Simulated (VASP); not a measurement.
# NaH2 (Cmcm) in VASP: single point with PBE

Aim: the single point of NaH2 with PBE.

All numbers are computed with VASP 6.6.1; they aren't measurements. Logs are shortened: lines on timing, memory, paths and dates and some standing lists are left out, and cuts for length are marked.

### Step 1. The cell of the first run

It takes space group Cmcm (No. 63, orthorhombic). The conventional cell has a = 6.586 Å, b = 7.332 Å, c = 4.595 Å, α = 90.00°, β = 90.00°, γ = 90.00°. Within 3.3 Å of Na (site symmetry m2m) lie 8 H at 2.50 to 3.15 Å. H (site symmetry m) has 1 H at 0.78 Å within 1.1 Å.

### Step 2. Single point, PBE

File INCAR:

```
PREC = Accurate
ENCUT = 500
EDIFF = 1E-6
ISMEAR = 0
SIGMA = 0.1
LREAL = F
LASPH = T
NELM = 120
ALGO = Normal
ISIF = 2
LWAVE = F
LCHARG = F
GGA = PE
NBANDS = 18
GGA_COMPAT = F
```

File KPOINTS:

```
Automatic mesh
0
Gamma
  8 8 8
```

File POSCAR:

```
NaH2
1.0
    3.2929522126     -3.6659301898      0.0000000000
    3.2929522126      3.6659301898      0.0000000000
    0.0000000000      0.0000000000      4.5945036214
Na H
2 4
Direct
    0.6870181991      0.3129818009      0.2500000000
    0.3129818009      0.6870181991      0.7500000000
    0.0826547982      0.0353491784      0.2500000000
    0.9646508216      0.9173452018      0.2500000000
    0.0353491784      0.0826547982      0.7500000000
    0.9173452018      0.9646508216      0.7500000000
```

Potentials or basis: VASP PAW PBE potentials, release 64 (Na_pv, H).

Started as:

```console
$ cat potpaw_PBE.64/Na_pv/POTCAR potpaw_PBE.64/H/POTCAR > POTCAR
$ mpirun -np 1 vasp_std > vasp.out
```

OUTCAR:

```text
PREC = Accurate
   ENCUT = 500
   EDIFF = 1E-6
   ISMEAR = 0
   LREAL = F
   LASPH = T
   NELM = 120
   ISIF = 2
   GGA = PE

 ion  position               nearest neighbor table
   1  0.687  0.313  0.250-
   2  0.313  0.687  0.750-
   3  0.083  0.035  0.250-   4 0.78
   4  0.965  0.917  0.250-   3 0.78
   5  0.035  0.083  0.750-   6 0.78
   6  0.917  0.965  0.750-   5 0.78

  LATTYP: Found a base centered orthorhombic cell.
 ALAT       =     6.5859044252
 B/A-ratio  =     1.1132655299
 C/A-ratio  =     0.6976268292

  Lattice vectors:

 A1 = (   3.2929522126,  -3.6659301898,   0.0000000000)
 A2 = (   3.2929522126,   3.6659301898,   0.0000000000)
 A3 = (   0.0000000000,   0.0000000000,   4.5945036214)

Analysis of symmetry for initial positions (statically):
=====================================================================
 Subroutine PRICEL returns:
 Original cell was already a primitive cell.

 Routine SETGRP: Setting up the symmetry group for a
 base centered orthorhombic supercell.

 Subroutine GETGRP returns: Found  8 space group operations
 (whereof  4 operations were pure point group operations)
 out of a pool of  8 trial point group operations.

The static configuration has the point symmetry C_2h.
 The point group associated with its full space group is D_2h.

Analysis of symmetry for dynamics (positions and initial velocities):
=====================================================================
 Subroutine PRICEL returns:
 Original cell was already a primitive cell.

 Routine SETGRP: Setting up the symmetry group for a
 base centered orthorhombic supercell.

 Subroutine GETGRP returns: Found  8 space group operations
 (whereof  4 operations were pure point group operations)
 out of a pool of  8 trial point group operations.

The dynamic configuration has the point symmetry C_2h.
 The point group associated with its full space group is D_2h.

 Subroutine INISYM returns: Found  8 space group operations
 (whereof  4 operations are pure point group operations),
 and found     1 'primitive' translations

----------------------------------------------------------------------------------------

                                     Primitive cell

  volume of cell :     110.9272

  direct lattice vectors                    reciprocal lattice vectors
     3.292952213 -3.665930190  0.000000000     0.151839434 -0.136391032  0.000000000
     3.292952213  3.665930190  0.000000000     0.151839434  0.136391032  0.000000000
     0.000000000  0.000000000  4.594503621     0.000000000  0.000000000  0.217651368

  length of vectors
     4.927735629  4.927735629  4.594503621     0.204102247  0.204102247  0.217651368

  position of ions in fractional coordinates (direct lattice)
     0.687018199  0.312981801  0.250000000
     0.312981801  0.687018199  0.750000000
     0.082654798  0.035349178  0.250000000
     0.964650822  0.917345202  0.250000000
     0.035349178  0.082654798  0.750000000
     0.917345202  0.964650822  0.750000000

  ion indices of the primitive-cell ions
   primitive index   ion index
                 1           1
                 2           2
                 3           3
                 4           4
                 5           5
                 6           6

----------------------------------------------------------------------------------------

 KPOINTS: Automatic mesh

Automatic generation of k-mesh.
 Grid dimensions read from file:
 generate k-points for:    8    8    8

 Generating k-lattice:

  Cartesian coordinates                     Fractional coordinates (reciprocal lattice)
     0.018979929 -0.017048879  0.000000000     0.125000000  0.000000000  0.000000000
     0.018979929  0.017048879  0.000000000     0.000000000  0.125000000  0.000000000
     0.000000000  0.000000000  0.027206421     0.000000000  0.000000000  0.125000000

  Length of vectors
     0.025512781  0.025512781  0.027206421

  Shift w.r.t. Gamma in fractional coordinates (k-lattice)
     0.000000000  0.000000000  0.000000000

 Subroutine IBZKPT returns following result:
 ===========================================

 Found    105 irreducible k-points:

 Following reciprocal coordinates:
            Coordinates               Weight
  0.000000  0.000000  0.000000      1.000000
  0.125000  0.000000  0.000000      4.000000
  0.250000  0.000000  0.000000      4.000000
  0.375000 -0.000000  0.000000      4.000000
  0.500000  0.000000  0.000000      2.000000
  0.125000  0.125000  0.000000      2.000000
[... 16 lines left out ...]
  0.125000  0.000000  0.125000      8.000000
  0.250000  0.000000  0.125000      8.000000
 [... further k-points ...]
   k-points           NKPTS =    105   k-points in BZ     NKDIM =    105   number of bands    NBANDS=     18
   number of dos      NEDOS =    301   number of ions     NIONS =      6
   total plane-waves  NPLWV =  46656
   dimension x,y,z NGX =    36 NGY =   36 NGZ =   36
   dimension x,y,z NGXF=    72 NGYF=   72 NGZF=   72
   ions per type =               2   4
   NGX,Y,Z   is equivalent  to a cutoff of  12.15, 12.15, 13.03 a.u.
   NGXF,Y,Z  is equivalent  to a cutoff of  24.29, 24.29, 26.05 a.u.
 SYSTEM =  unknown system
   PREC   = accura    normal or accurate (medium, high low for compatibility)
   ISTART =      0    job   : 0-new  1-cont  2-samecut
   ICHARG =      2    charge: 1-file 2-atom 10-const
   ISPIN  =      1    spin polarized calculation?
   LNONCOLLINEAR =      F non collinear calculations
   LSORBIT =      F    spin-orbit coupling
   LASPH  =      T    aspherical Exc in radial PAW
   ENCUT  =  500.0 eV  36.75 Ry    6.06 a.u.   8.98  8.98  8.38*2*pi/ulx,y,z
   NELM   =    120;   NELMIN=  2; NELMDL= -5     # of ELM steps
   EDIFF  = 0.1E-05   stopping-criterion for ELM
   LREAL  =      F    real-space projection
   EDIFFG = 0.1E-04   stopping-criterion for IOM
   NSW    =      0    number of steps for IOM
   IBRION =     -1    ionic relax: 0-MD 1-quasi-New 2-CG
   NFREE  =      0    steps in history (QN), initial steepest desc. (CG)
   ISIF   =      2    stress and relaxation
   ISYM   =      2    0-nonsym 1-usesym 2-fastsym
   POTIM  = 0.5000    time-step for ionic-motion
   TEBEG  =    0.0;   TEEND  =   0.0 temperature during run
   PSTRESS=    0.0 pullay stress
   NELECT =      18.0000    total number of electrons
   NUPDOWN=      -1.0000    fix difference up-down
   EMIN   =  10.00;   EMAX   =-10.00  energy-range for DOS
   EFERMI =   0.00;   METHOD = LEGACY
   ISMEAR =     0;   SIGMA  =   0.10  broadening in eV -4-tet -1-fermi 0-gaus
   EFERMI_NEDOS =   21; number of points for ismear=-14 and -15
   IALGO  =     38    algorithm
   IMIX   =      4    mixing-type and parameters
     AMIX     =   0.40;   BMIX     =  1.00
     AMIX_MAG =   1.60;   BMIX_MAG =  1.00
  volume/ion in A,a.u.               =      18.49       124.76
  Fermi-wavevector in a.u.,A,eV,Ry     =   0.892934  1.687402 10.848360  0.797332
  Thomas-Fermi vector in A             =   2.014947
   LORBIT       =      0    0 simple, 1 ext, 2 COOP (PROOUT), +10 PAW based schemes
   GGA     = PE    functional components
   LHFCALC =     F    Hartree Fock is set to
   AEXX    =    0.0000 exact exchange contribution
   IVDW    =     0    specifies the selected vdW correction
   LEPSILON=     F    determine dielectric tensor
   LRPA    =     F    only Hartree local field effects (RPA)
 non-spin polarized calculation
 Gauss-broadening in eV      SIGMA  =   0.10
  energy-cutoff  :      500.00
  volume of cell :      110.93
 maximum number of plane-waves:      2846
   NGX = 17   NGY = 17   NGZ = 17

 number of electron      18.0000032 magnetization

 Free energy of the ion-electron system (eV)
  ---------------------------------------------------
  ext. energy  EPLUGINS =         0.00000000
  ---------------------------------------------------
  free energy    TOTEN  =       -15.52003325 eV

  energy without entropy =      -15.51224632  energy(sigma->0) =      -15.51613978

 E-fermi :   0.1758     XC(G=0):  -6.3766

 val. band max:        0.1334146696   @ k =   0.5000   0.1250   0.5000
 cond. band min:       0.1762927649   @ k =  -0.3750   0.2500   0.1250
 fundamental gap:      0.0428780953
 Fermi energy:         0.1757724109

 k-point     1 :       0.0000    0.0000    0.0000
  band No.  band energies     occupation
      1     -25.2005      2.00000
      2     -25.1988      2.00000
      3     -25.1974      2.00000
      4     -25.1928      2.00000
      5     -25.1876      2.00000
      6     -25.1834      2.00000
[... 10 lines left out ...]
     17       7.9355      0.00000
     18       8.1299      0.00000

 k-point     2 :       0.1250    0.0000    0.0000
  band No.  band energies     occupation
      1     -25.2003      2.00000
      2     -25.1989      2.00000
      3     -25.1974      2.00000
      4     -25.1929      2.00000
      5     -25.1878      2.00000
      6     -25.1836      2.00000
[... 10 lines left out ...]
     17       7.5451      0.00000
     18       7.6234      0.00000

 k-point     3 :       0.2500    0.0000    0.0000
  band No.  band energies     occupation
      1     -25.1997      2.00000
      2     -25.1989      2.00000
      3     -25.1972      2.00000
      4     -25.1933      2.00000
      5     -25.1883      2.00000
      6     -25.1838      2.00000
[... 10 lines left out ...]
     17       6.6371      0.00000
     18       7.5182      0.00000

 k-point     4 :       0.3750   -0.0000    0.0000
  band No.  band energies     occupation
      1     -25.1991      2.00000
      2     -25.1989      2.00000
      3     -25.1971      2.00000
      4     -25.1937      2.00000
      5     -25.1889      2.00000
      6     -25.1841      2.00000
[... 375 lines left out ...]
      4     -25.1929      2.00000
      5     -25.1878      2.00000
      6     -25.1836      2.00000
[... 10 lines left out ...]
     17       7.7669      0.00000
     18       8.1623      0.00000

 k-point    23 :       0.1250    0.0000    0.1250
  band No.  band energies     occupation
      1     -25.2006      2.00000
      2     -25.1988      2.00000
      3     -25.1971      2.00000
      4     -25.1931      2.00000
      5     -25.1879      2.00000
      6     -25.1837      2.00000
[... 10 lines left out ...]
     17       7.3836      0.00000
     18       7.7561      0.00000

 k-point    24 :       0.2500    0.0000    0.1250
  band No.  band energies     occupation
      1     -25.2005      2.00000
      2     -25.1988      2.00000
      3     -25.1968      2.00000
      4     -25.1936      2.00000
      5     -25.1882      2.00000
      6     -25.1839      2.00000
[... 10 lines left out ...]
     17       7.1324      0.00000
     18       7.2276      0.00000

 [... further k-points ...]

------------------------ aborting loop because EDIFF is reached ----------------------------------------

  FORCE on cell =-STRESS in cart. coord.  units (eV):
  Direction    XX          YY          ZZ          XY          YZ          ZX
  --------------------------------------------------------------------------------------
  -------------------------------------------------------------------------------------
  Total       -0.1022548     -0.0863120     -0.0898941      0.0000000      0.0000000      0.0000000
  in kB       -1.4769163     -1.2466477     -1.2983859      0.0000000      0.0000000      0.0000000
  external PRESSURE =      -1.3406500 kB  Pullay stress =       0.0000000 kB

 VOLUME and BASIS-vectors are now :
 -----------------------------------------------------------------------------
  energy-cutoff  :      500.00
  volume of cell :      110.93
      direct lattice vectors                 reciprocal lattice vectors
     3.292952213 -3.665930190  0.000000000     0.151839434 -0.136391032  0.000000000
     3.292952213  3.665930190  0.000000000     0.151839434  0.136391032  0.000000000
     0.000000000  0.000000000  4.594503621     0.000000000  0.000000000  0.217651368

 POSITION                                       TOTAL-FORCE (eV/Angst)
 -----------------------------------------------------------------------------------
      3.29295     -1.37119      1.14863        -0.000000     -0.001144     -0.000000
      3.29295      1.37119      3.44588        -0.000000      0.001144      0.000000
      0.38858     -0.17342      1.14863        -0.004161     -0.000326     -0.000000
      6.19732     -0.17342      1.14863         0.004161     -0.000326     -0.000000
      0.38858      0.17342      3.44588        -0.004161      0.000326     -0.000000
      6.19732      0.17342      3.44588         0.004161      0.000326     -0.000000
 -----------------------------------------------------------------------------------
    total drift:                                0.000000      0.000000      0.000000

  FREE ENERGIE OF THE ION-ELECTRON SYSTEM (eV)
  ---------------------------------------------------
  free  energy   TOTEN  =       -15.5200332456 eV

  energy  without entropy=      -15.5122463186  energy(sigma->0) =      -15.51613978
```

Run time: 3.1 min. Hardware: 1 thread of Intel Xeon 8259CL, shared host; peak memory 0.3 GiB.

What came out:

```yaml
Free_energy: -15.5200 eV
Pressure: -0.1 GPa
Largest_force: 0.004 eV/Å
Band_gap_on_the_k_mesh: zero (band 9 reaches 1.15 eV, above the bottom of band 10 at -0.36 eV)
```

Forces in eV/Å, atoms in the order of the input:
```
Na   0.000 -0.001  0.000
Na   0.000  0.001  0.000
H   -0.004  0.000  0.000
H    0.004  0.000  0.000
H   -0.004  0.000  0.000
H    0.004  0.000  0.000
```

Levels at points of the mesh, in eV from the Fermi level:
```csv
k point,band 7,band 8,band 9,band 10,band 11,band 12
"(0.00, 0.00, 0.00)",-9.38,-6.74,-1.21,1.15,2.84,3.09
"(0.50, 0.00, 0.00)",-9.29,-6.72,-1.88,1.23,2.80,3.80
"(0.50, 0.50, 0.00)",-9.22,-6.71,-0.69,-0.37,0.01,4.95
"(0.00, 0.00, 0.50)",-8.27,-8.27,0.37,0.37,2.79,2.79
"(0.50, 0.00, 0.50)",-8.20,-8.20,-0.14,-0.14,2.68,2.68
"(0.50, 0.50, 0.50)",-8.15,-8.15,0.97,0.97,1.20,1.20
```
